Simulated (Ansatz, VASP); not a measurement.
PbS in VASP and in Ansatz

```
CELL_PARAMETERS angstrom
0.00000 2.96575 2.96575
2.96575 0.00000 2.96575
2.96575 2.96575 0.00000
ATOMIC_POSITIONS crystal
Pb 0.00000 0.00000 0.00000
S 0.50000 0.50000 0.50000
```

Alike in both runs: task single point; functional RPBE; k mesh 4 × 4 × 4; no spin polarisation.

|  | VASP | Ansatz |
| --- | --- | --- |
| version | VASP 6.6.1 | Ansatz 0.2.0 |
| potentials or method | VASP PAW PBE potentials, release 64 (Pb_d, S) | plane waves, PAW |
| plane-wave cutoff (eV) | 500 | 420 |
| occupations | gaussian, width 0.01 eV | fixed |
| valence electrons in the cell | 20 | 20 |

Ansatz gave:

```
gap on the k mesh at the Fermi level (eV) : 0.45
```

Problem. What did VASP give for the same quantities?

Solution. gap on the k mesh at the Fermi level (eV): 0.46.

VASP's potentials were made for PBE, not for RPBE.

The k mesh is coarse, so the values compare programs but aren't converged. Neither program's run includes spin-orbit coupling.
